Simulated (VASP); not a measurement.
# Cu: single point with PBEsol

Crystal: Cu.

```
Cu
1.0
     2.56407    0.00000    0.00000
    -1.28203    2.22055    0.00000
     0.00000    0.00000    8.37054
Cu
4
Direct
  0.66667 0.33333 0.75000
  0.00000 0.00000 0.50000
  0.33333 0.66667 0.25000
  0.00000 0.00000 0.00000
```

This isn't the form of Cu at room conditions, which is fcc.

- Program: VASP 6.6.1
- Task: single point
- Functional: PBEsol
- Potentials or basis: VASP PAW PBE potentials, release 64 (Cu)
- Cutoff: 520 eV
- k mesh: 12 × 12 × 4
- Occupations: fermi-dirac, width 0.05 eV
- Spin: no spin polarisation
- Dipole correction: no
- Further INCAR settings: ALGO = Normal; EDIFF = 1e-07; NBANDS = 30

The pressure is -6.8 GPa and the band gap on the k mesh is zero (bands 22 and 23 overlap by 5.09 eV).

Stress tensor (GPa, compression positive):
```
-6.59  0.00  0.00
 0.00 -6.59  0.00
 0.00  0.00 -7.13
```

Levels at points of the mesh, in eV from the Fermi level:
```
           k point  band 18  band 19  band 20  band 21  band 22  band 23  band 24  band 25  band 26  band 27
(0.00, 0.00, 0.00)    -1.99    -1.99    -1.84    -1.84    -1.55    -1.55    -0.91     3.80    12.45    12.45
(0.50, 0.00, 0.00)    -1.43    -1.42    -1.41    -0.51     0.50     1.03     1.60     4.60     4.63     8.52
(0.00, 0.00, 0.50)    -2.12    -2.12    -2.12    -1.67    -1.67    -1.67    -1.67     6.92     6.92    18.80
(0.50, 0.00, 0.50)    -1.51    -1.43    -1.43     0.13     0.13     1.41     1.41     5.12     5.12     6.94
```

Run time: 2.5 min on 1 thread of Intel Xeon 8259CL (shared host), peak memory 0.2 GiB.

Caveat: the cell stands under tension; the PAW data sets were made with another functional, which shifts forces and pressure a little.
